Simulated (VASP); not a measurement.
The system is Y.

```
Y
1.0
     0.00000    2.55199    2.55199
     2.55199    0.00000    2.55199
     2.55199    2.55199    0.00000
Y
1
Direct
  0.00000 0.00000 0.00000
```

```yaml
Program: VASP 6.6.1
Task: relaxation of cell and atoms
Functional: PBE
Potentials_or_basis: VASP PAW PBE potentials, release 64 (Y_sv)
Cutoff: 600 eV
k_mesh: 7 × 7 × 7
Occupations: fermi-dirac, width 0.05 eV
Spin: no spin polarisation
```

At the start: pressure -1.1 GPa; volume 33.24 Å³/atom.

Task: How do energy, volume and symmetry change on relaxing?

Result: Over 3 steps the energy falls by 3.1 meV/atom and the volume is 32.32 Å³/atom (-2.8 %); space group Fm-3m (No. 225, to 0.05 Å).

Step by step:
```
step  energy change (eV)  largest force (eV/Å)  pressure (GPa)  volume (Å³)
   1              0.0000                0.0000           -1.06        33.24
   2             -0.0031                0.0000            0.16        32.19
   3             -0.0031                0.0000            0.00        32.32
```

Final structure:
```
Y
1.0
     0.00000    2.52814    2.52814
     2.52814    0.00000    2.52814
     2.52814    2.52814    0.00000
Y
1
Direct
  0.00000 0.00000 0.00000
```
